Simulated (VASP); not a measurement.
**K2HgC4N4: single point with PBE**

Crystal: K2HgC4N4.

```
K Hg C N
1.0
     0.00000    6.38000    6.38000
     6.38000    0.00000    6.38000
     6.38000    6.38000    0.00000
K Hg C N
4 2 8 8
Cartesian
  7.9750 7.9750 7.9750
  7.9750 4.7850 4.7850
  4.7850 4.7850 7.9750
  4.7850 7.9750 4.7850
  0.0000 0.0000 0.0000
  3.1900 3.1900 3.1900
  4.4490 4.4490 4.4490
  11.5010 7.6390 7.6390
  8.3110 8.3110 4.4490
  7.6390 11.5010 7.6390
  4.4490 8.3110 8.3110
  11.5010 11.5010 11.5010
  8.3110 4.4490 8.3110
  7.6390 7.6390 11.5010
  5.1237 5.1237 5.1237
  10.8263 8.3137 8.3137
  7.6363 7.6363 5.1237
  8.3137 10.8263 8.3137
  5.1237 7.6363 7.6363
  10.8263 10.8263 10.8263
  7.6363 5.1237 7.6363
  8.3137 8.3137 10.8263
```

```json
{
 "Program": "VASP 6.6.1",
 "Task": "single point",
 "Functional": "PBE",
 "Potentials or basis": "VASP PAW PBE potentials, release 64 (K_sv, Hg, C, N)",
 "Cutoff": "520 eV",
 "k mesh": "5 × 5 × 5",
 "Occupations": "fermi-dirac, width 0.05 eV",
 "Spin": "no spin polarisation"
}
```

| Item | Value |
| --- | --- |
| Pressure | 1.5 GPa |
| Largest force | 0.401 eV/Å |
| Band gap on the k mesh | 5.85 eV (least direct gap 5.93 eV) |

Forces on the atoms (eV/Å):
```
K    0.000  0.000  0.000
K    0.000  0.000  0.000
K    0.000  0.000  0.000
K    0.000  0.000  0.000
Hg   0.000  0.000  0.000
Hg   0.000  0.000  0.000
C   -0.199 -0.199 -0.199
C    0.199 -0.199 -0.199
C    0.199  0.199 -0.199
C   -0.199  0.199 -0.199
C   -0.199  0.199  0.199
C    0.199  0.199  0.199
C    0.199 -0.199  0.199
C   -0.199 -0.199  0.199
N    0.231  0.231  0.231
N   -0.231  0.231  0.231
N   -0.231 -0.231  0.231
N    0.231 -0.231  0.231
N    0.231 -0.231 -0.231
N   -0.231 -0.231 -0.231
N   -0.231  0.231 -0.231
N    0.231  0.231 -0.231
```

Levels at points of the mesh, in eV from the valence-band top:
```
           k point  band 62  band 63  band 64  band 65  band 66  band 67  band 68  band 69  band 70  band 71
(0.00, 0.00, 0.00)    -0.15    -0.15    -0.09    -0.09    -0.09     5.85     5.85     5.85     6.09     6.19
```

Run time: 19 min on 1 thread of Intel(R) Xeon(R) Platinum 8259CL CPU @ 2.50GHz (Skylake/Cascade Lake) (shared host), peak memory 0.85 GiB.

Caveat: spin-orbit coupling is left out, which moves the levels of the heavy elements; an odd mesh through Γ misses points on the zone boundary, where band edges can lie.
